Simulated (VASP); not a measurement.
# Ni (Fm-3m) in VASP: notebook, part 2 of 2

VASP 6.6.1. Earlier steps stand in the parts before.

## 3. Single point, LDA (volume scaled by 0.86)

INCAR reads:

```
SYSTEM = Ni
PREC = Accurate
ENCUT = 520
EDIFF = 1E-7
ISMEAR = -1
SIGMA = 0.1
LREAL = .False.
LASPH = .True.
NELM = 80
ALGO = Normal
ISIF = 2
LWAVE = .False.
LCHARG = .False.
NBANDS = 11
```

KPOINTS reads:

```
regular mesh
0
Gamma
  16 16 16
  0 0 0
```

POSCAR reads:

```
Ni
1.0
    0.0000000000      1.6755447568      1.6755447568
    1.6755447568      0.0000000000      1.6755447568
    1.6755447568      1.6755447568      0.0000000000
Ni
1
Direct
    0.0000000000      0.0000000000      0.0000000000
```

Potentials or basis: VASP PAW LDA potentials, release 64 (Ni).

Command:

```sh
$ cat potpaw_LDA.64/Ni/POTCAR > POTCAR
$ mpirun -np 1 vasp_std > vasp.out
```

OUTCAR:

```text
SYSTEM = Ni
   PREC = Accurate
   ENCUT = 520
   EDIFF = 1E-7
   ISMEAR = -1
   LREAL = .False.
   LASPH = .True.
   NELM = 80
   ISIF = 2

 ion  position               nearest neighbor table
   1  0.000  0.000  0.000-

  LATTYP: Found a face centered cubic cell.
 ALAT       =     3.3510895136

  Lattice vectors:

 A1 = (   0.0000000000,   1.6755447568,   1.6755447568)
 A2 = (   1.6755447568,   0.0000000000,   1.6755447568)
 A3 = (   1.6755447568,   1.6755447568,   0.0000000000)

Analysis of symmetry for initial positions (statically):
=====================================================================
 Subroutine PRICEL returns:
 Original cell was already a primitive cell.

 Routine SETGRP: Setting up the symmetry group for a
 face centered cubic supercell.

 Subroutine GETGRP returns: Found 48 space group operations
 (whereof 48 operations were pure point group operations)
 out of a pool of 48 trial point group operations.

The static configuration has the point symmetry O_h .

Analysis of symmetry for dynamics (positions and initial velocities):
=====================================================================
 Subroutine PRICEL returns:
 Original cell was already a primitive cell.

 Routine SETGRP: Setting up the symmetry group for a
 face centered cubic supercell.

 Subroutine GETGRP returns: Found 48 space group operations
 (whereof 48 operations were pure point group operations)
 out of a pool of 48 trial point group operations.

The dynamic configuration has the point symmetry O_h .

 Subroutine INISYM returns: Found 48 space group operations
 (whereof 48 operations are pure point group operations),
 and found     1 'primitive' translations

----------------------------------------------------------------------------------------

                                     Primitive cell

  volume of cell :       9.4080

  direct lattice vectors                    reciprocal lattice vectors
     0.000000000  1.675544757  1.675544757    -0.298410411  0.298410411  0.298410411
     1.675544757  0.000000000  1.675544757     0.298410411 -0.298410411  0.298410411
     1.675544757  1.675544757  0.000000000     0.298410411  0.298410411 -0.298410411

  length of vectors
     2.369578119  2.369578119  2.369578119     0.516861994  0.516861994  0.516861994

  position of ions in fractional coordinates (direct lattice)
     0.000000000  0.000000000  0.000000000

  ion indices of the primitive-cell ions
   primitive index   ion index
                 1           1

----------------------------------------------------------------------------------------

 KPOINTS: regular mesh

Automatic generation of k-mesh.
 Grid dimensions read from file:
 generate k-points for:   16   16   16

 Generating k-lattice:

  Cartesian coordinates                     Fractional coordinates (reciprocal lattice)
    -0.018650651  0.018650651  0.018650651     0.062500000  0.000000000  0.000000000
     0.018650651 -0.018650651  0.018650651     0.000000000  0.062500000  0.000000000
     0.018650651  0.018650651 -0.018650651     0.000000000  0.000000000  0.062500000

  Length of vectors
     0.032303875  0.032303875  0.032303875

  Shift w.r.t. Gamma in fractional coordinates (k-lattice)
     0.000000000  0.000000000  0.000000000

 Subroutine IBZKPT returns following result:
 ===========================================

 Found    145 irreducible k-points:

 Following reciprocal coordinates:
            Coordinates               Weight
  0.000000  0.000000  0.000000      1.000000
  0.062500  0.000000  0.000000      8.000000
  0.125000  0.000000  0.000000      8.000000
  0.187500  0.000000  0.000000      8.000000
  0.250000  0.000000  0.000000      8.000000
  0.312500  0.000000  0.000000      8.000000
[... 16 lines left out ...]
 -0.125000  0.062500  0.000000     24.000000
 -0.062500  0.062500  0.000000     12.000000
 [... further k-points ...]
   k-points           NKPTS =    145   k-points in BZ     NKDIM =    145   number of bands    NBANDS=     11
   number of dos      NEDOS =    301   number of ions     NIONS =      1
   total plane-waves  NPLWV =   5832
   dimension x,y,z NGX =    18 NGY =   18 NGZ =   18
   dimension x,y,z NGXF=    36 NGYF=   36 NGZF=   36
   ions per type =               1
   NGX,Y,Z   is equivalent  to a cutoff of  12.63, 12.63, 12.63 a.u.
   NGXF,Y,Z  is equivalent  to a cutoff of  25.26, 25.26, 25.26 a.u.
 SYSTEM =  Ni
   PREC   = accura    normal or accurate (medium, high low for compatibility)
   ISTART =      0    job   : 0-new  1-cont  2-samecut
   ICHARG =      2    charge: 1-file 2-atom 10-const
   ISPIN  =      1    spin polarized calculation?
   LNONCOLLINEAR =      F non collinear calculations
   LSORBIT =      F    spin-orbit coupling
   LASPH  =      T    aspherical Exc in radial PAW
   ENCUT  =  520.0 eV  38.22 Ry    6.18 a.u.   4.41  4.41  4.41*2*pi/ulx,y,z
   NELM   =     80;   NELMIN=  2; NELMDL= -5     # of ELM steps
   EDIFF  = 0.1E-06   stopping-criterion for ELM
   LREAL  =      F    real-space projection
   EDIFFG = 0.1E-05   stopping-criterion for IOM
   NSW    =      0    number of steps for IOM
   IBRION =     -1    ionic relax: 0-MD 1-quasi-New 2-CG
   NFREE  =      0    steps in history (QN), initial steepest desc. (CG)
   ISIF   =      2    stress and relaxation
   ISYM   =      2    0-nonsym 1-usesym 2-fastsym
   POTIM  = 0.5000    time-step for ionic-motion
   TEBEG  =    0.0;   TEEND  =   0.0 temperature during run
   PSTRESS=    0.0 pullay stress
   NELECT =      10.0000    total number of electrons
   NUPDOWN=      -1.0000    fix difference up-down
   EMIN   =  10.00;   EMAX   =-10.00  energy-range for DOS
   EFERMI =   0.00;   METHOD = LEGACY
   ISMEAR =    -1;   SIGMA  =   0.10  broadening in eV -4-tet -1-fermi 0-gaus
   EFERMI_NEDOS =   21; number of points for ismear=-14 and -15
   IALGO  =     38    algorithm
   IMIX   =      4    mixing-type and parameters
     AMIX     =   0.40;   BMIX     =  1.00
     AMIX_MAG =   1.60;   BMIX_MAG =  1.00
  volume/ion in A,a.u.               =       9.41        63.49
  Fermi-wavevector in a.u.,A,eV,Ry     =   1.670740  3.157240 37.978911  2.791371
  Thomas-Fermi vector in A             =   2.756185
   LORBIT       =      0    0 simple, 1 ext, 2 COOP (PROOUT), +10 PAW based schemes
   GGA     = CA    functional components
   LHFCALC =     F    Hartree Fock is set to
   AEXX    =    0.0000 exact exchange contribution
   IVDW    =     0    specifies the selected vdW correction
   LEPSILON=     F    determine dielectric tensor
   LRPA    =     F    only Hartree local field effects (RPA)
 non-spin polarized calculation
  energy-cutoff  :      520.00
  volume of cell :        9.41
 maximum number of plane-waves:       268
 NGX is ok and might be reduce to    18
   NGX =  9   NGY =  9   NGZ =  9

 number of electron      10.0000008 magnetization

 Free energy of the ion-electron system (eV)
  ---------------------------------------------------
  ext. energy  EPLUGINS =         0.00000000
  ---------------------------------------------------
  free energy    TOTEN  =        -6.55691965 eV

  energy without entropy =       -6.47576454  energy(sigma->0) =       -6.51634209

 E-fermi :  11.1608     XC(G=0): -14.4961

 val. band max:       11.1545567697   @ k =  -0.3750   0.3750   0.1250
 cond. band min:      11.1665717447   @ k =   0.3750   0.3125   0.0625
 fundamental gap:      0.0120149750
 Fermi energy:        11.1607906189

 k-point     1 :       0.0000    0.0000    0.0000
  band No.  band energies     occupation
      1       1.2545      2.00000
      2       8.8187      2.00000
      3       8.8187      2.00000
      4       8.8187      2.00000
      5      10.2186      1.99984
      6      10.2186      1.99984
      7      36.2442      0.00000
      8      41.2048      0.00000
      9      41.2048      0.00000
     10      41.2048      0.00000
     11      44.8548      0.00000

 k-point     2 :       0.0625    0.0000    0.0000
  band No.  band energies     occupation
      1       1.4252      2.00000
      2       8.7655      2.00000
      3       8.8619      2.00000
      4       8.8619      2.00000
      5      10.1991      1.99987
      6      10.1991      1.99987
      7      35.8957      0.00000
      8      39.2718      0.00000
      9      40.9243      0.00000
     10      40.9243      0.00000
     11      45.2912      0.00000
[... 295 lines left out ...]
 k-point    24 :      -0.0625    0.0625    0.0000
  band No.  band energies     occupation
      1       1.7060      2.00000
      2       8.6696      2.00000
      3       8.9244      2.00000
      4       8.9457      2.00000
      5      10.1075      1.99995
      6      10.2372      1.99981
      7      35.2477      0.00000
      8      37.4878      0.00000
      9      39.7941      0.00000
     10      41.8343      0.00000
     11      44.7289      0.00000

 [... further k-points ...]
[... 5 lines left out ...]
  --------------------------------------------------------------------------------------
  -------------------------------------------------------------------------------------
  Total        1.0740207      1.0740207      1.0740207      0.0000000      0.0000000     -0.0000000
  in kB      182.9048218    182.9048218    182.9048218      0.0000000      0.0000000     -0.0000000
  external PRESSURE =     182.9048218 kB  Pullay stress =       0.0000000 kB

 VOLUME and BASIS-vectors are now :
 -----------------------------------------------------------------------------
  energy-cutoff  :      520.00
  volume of cell :        9.41
      direct lattice vectors                 reciprocal lattice vectors
     0.000000000  1.675544757  1.675544757    -0.298410411  0.298410411  0.298410411
     1.675544757  0.000000000  1.675544757     0.298410411 -0.298410411  0.298410411
     1.675544757  1.675544757  0.000000000     0.298410411  0.298410411 -0.298410411

 POSITION                                       TOTAL-FORCE (eV/Angst)
 -----------------------------------------------------------------------------------
      0.00000      0.00000      0.00000         0.000000      0.000000      0.000000
 -----------------------------------------------------------------------------------
    total drift:                                0.000000     -0.000000     -0.000000

  FREE ENERGIE OF THE ION-ELECTRON SYSTEM (eV)
  ---------------------------------------------------
  free  energy   TOTEN  =        -6.5569196518 eV

  energy  without entropy=       -6.4757645372  energy(sigma->0) =       -6.51634209
```

OSZICAR:

```text
N       E                     dE             d eps       ncg     rms          rms(c)
DAV:   1     0.263239761313E+02    0.26324E+02   -0.49205E+03  3318   0.130E+03
DAV:   2    -0.680431358429E+01   -0.33128E+02   -0.31320E+02  3330   0.173E+02
DAV:   3    -0.766808513980E+01   -0.86377E+00   -0.85626E+00  3619   0.321E+01
DAV:   4    -0.767487615545E+01   -0.67910E-02   -0.67884E-02  3534   0.257E+00
DAV:   5    -0.767501573025E+01   -0.13957E-03   -0.13957E-03  3655   0.347E-01    0.117E+01
DAV:   6    -0.682172560220E+01    0.85329E+00   -0.12941E+01  3942   0.534E+01    0.517E+00
DAV:   7    -0.658524276745E+01    0.23648E+00   -0.18435E+00  3865   0.192E+01    0.237E+00
DAV:   8    -0.655890541940E+01    0.26337E-01   -0.34790E-02  4672   0.183E+00    0.555E-01
DAV:   9    -0.655691914045E+01    0.19863E-02   -0.11528E-03  4367   0.278E-01    0.404E-02
DAV:  10    -0.655691678960E+01    0.23509E-05   -0.38403E-05  4728   0.466E-02    0.290E-02
DAV:  11    -0.655691966189E+01   -0.28723E-05   -0.10954E-06  4128   0.132E-02    0.272E-03
DAV:  12    -0.655691965182E+01    0.10070E-07   -0.28443E-08  2180   0.132E-03
   1 F= -.65569197E+01 E0= -.65163421E+01  d E =-.811551E-01
```

Wall time 14 s (1 thread of Intel Xeon Platinum 8259CL at 2.50GHz (Skylake/Cascade Lake), shared host); peak memory 0.12 GiB.

Results:

| Item | Value |
| --- | --- |
| Free energy | -6.5569 eV |
| Pressure | 18.3 GPa |
| Band gap on the k mesh | zero (band 5 reaches 11.36 eV, above the bottom of band 6 at 10.16 eV) |

Levels at points of the mesh, in eV from the Fermi level:
```csv
k point,band 3,band 4,band 5,band 6,band 7,band 8
"(0.00, 0.00, 0.00)",-2.34,-2.34,-0.94,-0.94,25.08,30.04
"(0.50, 0.00, 0.00)",-2.39,-0.40,-0.03,-0.03,7.15,23.53
"(0.50, 0.50, 0.00)",-0.03,0.19,0.19,2.69,10.92,16.32
```

Caveat: the cell differs from its parent crystal (volume scaled by 0.86); the run has no spin polarisation, though such a crystal can be magnetic. Spin polarisation is off, so any magnetic state and its effect on volume and gap are missing.

## 4. Single point, LDA (volume scaled by 0.92)

INCAR reads:

```
  ALGO = Normal
  EDIFF = 1E-6
  ENCUT = 520
  GGA = CA
  ISIF = 2
  ISMEAR = -1
  LASPH = T
  LCHARG = F
  LREAL = F
  LWAVE = F
  NBANDS = 11
  NELM = 60
  PREC = Accurate
  SIGMA = 0.1
```

KPOINTS reads:

```
k-points
0
Gamma
  16 16 16
```

POSCAR reads:

```
Ni
1.0
    0.0000000000      1.7136382935      1.7136382935
    1.7136382935      0.0000000000      1.7136382935
    1.7136382935      1.7136382935      0.0000000000
Ni
1
Direct
    0.0000000000      0.0000000000      0.0000000000
```

Command:

```sh
$ cat potpaw_LDA.64/Ni/POTCAR > POTCAR
$ mpirun -np 1 vasp_std > vasp.out
```

Wall time 12 s (1 thread of Intel Xeon Platinum 8259CL at 2.50GHz (Skylake/Cascade Lake), shared host); peak memory 0.12 GiB.

The run converged. Its results:

* Free energy: -6.5891 eV
* Pressure: -1.3 GPa
* Band gap on the k mesh: zero (band 5 reaches 10.23 eV, above the bottom of band 6 at 9.16 eV)

Levels at points of the mesh, in eV from the Fermi level:
```csv
k point,band 1,band 2,band 3,band 4,band 5,band 6,band 7,band 8,band 9,band 10
"(0.00, 0.00, 0.00)",-9.39,-2.12,-2.12,-2.12,-0.86,-0.86,24.55,28.95,28.95,28.95
"(0.50, 0.00, 0.00)",-4.92,-2.16,-2.16,-0.26,-0.03,-0.03,6.61,23.02,26.12,26.12
"(0.50, 0.50, 0.00)",-4.80,-4.18,-0.03,0.17,0.17,2.65,10.26,15.67,15.67,21.07
```

Caveat: the cell differs from its parent crystal (volume scaled by 0.92); the run has no spin polarisation, though such a crystal can be magnetic.

## 5. Single point, LDA (volume scaled by 0.96)

INCAR reads:

```
SYSTEM = Ni
PREC = Accurate ; ENCUT = 520
EDIFF = 1E-7 ; ISMEAR = -1
SIGMA = 0.1 ; LREAL = .FALSE.
LASPH = .TRUE. ; NELM = 80
ALGO = Normal ; ISIF = 2
LWAVE = .FALSE. ; LCHARG = .TRUE.
GGA = CA ; LELF = .TRUE.
LVHAR = .TRUE. ; NBANDS = 11
```

KPOINTS reads:

```
regular mesh
0
G
  16 16 16
  0 0 0
```

POSCAR reads:

```
Ni
1.0
    0.0000000000      1.7381221485      1.7381221485
    1.7381221485      0.0000000000      1.7381221485
    1.7381221485      1.7381221485      0.0000000000
Ni
1
Direct
    0.0000000000      0.0000000000      0.0000000000
```

Command:

```sh
$ cat potpaw_LDA.64/Ni/POTCAR > POTCAR
$ mpirun -np 1 vasp_std > vasp.out
```

Run time: 14 s. Hardware: 1 thread of Intel Xeon Platinum 8259CL at 2.50GHz (Skylake/Cascade Lake), shared host; peak memory 0.12 GiB.

The run converged. Its results:

| Item | Value |
| --- | --- |
| Free energy | -6.5720 eV |
| Pressure | -10.8 GPa |
| Band gap on the k mesh | zero (band 5 reaches 9.57 eV, above the bottom of band 6 at 8.56 eV) |

Levels at points of the mesh, in eV from the Fermi level:
```tsv
k point	band 1	band 2	band 3	band 4	band 5	band 6	band 7	band 8	band 9	band 10
(0.00, 0.00, 0.00)	-9.08	-1.99	-1.99	-1.99	-0.81	-0.81	24.20	28.26	28.26	28.26
(0.50, 0.00, 0.00)	-4.66	-2.03	-2.03	-0.18	-0.03	-0.03	6.29	22.70	25.37	25.37
(0.50, 0.50, 0.00)	-4.51	-3.93	-0.04	0.15	0.15	2.63	9.87	15.26	15.26	20.51
```

Caveat: the cell differs from its parent crystal (volume scaled by 0.96); the run has no spin polarisation, though such a crystal can be magnetic.

## 6. Single point, LDA

This run uses another cell than the first one, of 10.94 Å³/atom, 1.250 times its volume.

INCAR reads:

```
SYSTEM = Ni
  PREC = Accurate
  ENCUT = 520
  EDIFF = 1E-7
  ISMEAR = -1
  SIGMA = 0.1
  LREAL = .False.
  LASPH = .True.
  NELM = 80
  ALGO = Normal
  ISIF = 2
  LWAVE = .False.
  LCHARG = .True.
  LELF = .True.
  LVHAR = .True.
  NBANDS = 11
```

KPOINTS reads:

```
regular mesh
0
Gamma
  16 16 16
  0 0 0
```

POSCAR reads:

```
Ni
1.0
    0.0000000000      1.7619350000      1.7619350000
    1.7619350000      0.0000000000      1.7619350000
    1.7619350000      1.7619350000      0.0000000000
Ni
1
Direct
    0.0000000000      0.0000000000      0.0000000000
```

Potentials or basis: VASP PAW LDA potentials, release 64 (Ni).

Command:

```sh
$ cat potpaw_LDA.64/Ni/POTCAR > POTCAR
$ mpirun -np 1 vasp_std > vasp.out
```

Run time: 15 s. Hardware: 1 thread of Intel Xeon Platinum 8259CL at 2.50GHz (Skylake/Cascade Lake), shared host; peak memory 0.13 GiB.

Results (log left out):

```yaml
Free_energy: -6.5323 eV
Pressure: -18.0 GPa
Band_gap_on_the_k_mesh: zero (band 5 reaches 8.96 eV, above the bottom of band 6 at 8.01 eV)
```

Levels at points of the mesh, in eV from the Fermi level:
| k point | band 3 | band 4 | band 5 | band 6 | band 7 | band 8 |
| --- | --- | --- | --- | --- | --- | --- |
| (0.00, 0.00, 0.00) | -1.88 | -1.88 | -0.76 | -0.76 | 23.86 | 27.60 |
| (0.50, 0.00, 0.00) | -1.91 | -0.10 | -0.04 | -0.04 | 6.00 | 22.38 |
| (0.50, 0.50, 0.00) | -0.04 | 0.14 | 0.14 | 2.61 | 9.50 | 14.89 |

Caveat: the run has no spin polarisation, though such a crystal can be magnetic. Spin polarisation is off, so any magnetic state and its effect on volume and gap are missing.

## 7. The runs side by side

| cell | gap on the mesh (eV) | pressure (GPa) |
| --- | --- | --- |
| a = 2.313 Å, angles 60.0°, 1 atom | none | 47.2 |
| a = 2.370 Å, angles 60.0°, 1 atom | none | 18.3 |
| a = 2.423 Å, angles 60.0°, 1 atom | none | -1.3 |
| a = 2.458 Å, angles 60.0°, 1 atom | none | -10.8 |
| a = 2.492 Å, angles 60.0°, 1 atom | none | -18.0 |

Alike in all rows: task single point; level LDA; potentials or basis VASP PAW LDA potentials, release 64 (Ni); no spin polarisation; k mesh 16 × 16 × 16; cutoff (eV) 520; smearing fermi-dirac 0.1 eV.

Caveats: the run has no spin polarisation, though such a crystal can be magnetic.

Absolute energies hang on the potentials; compare differences alone.
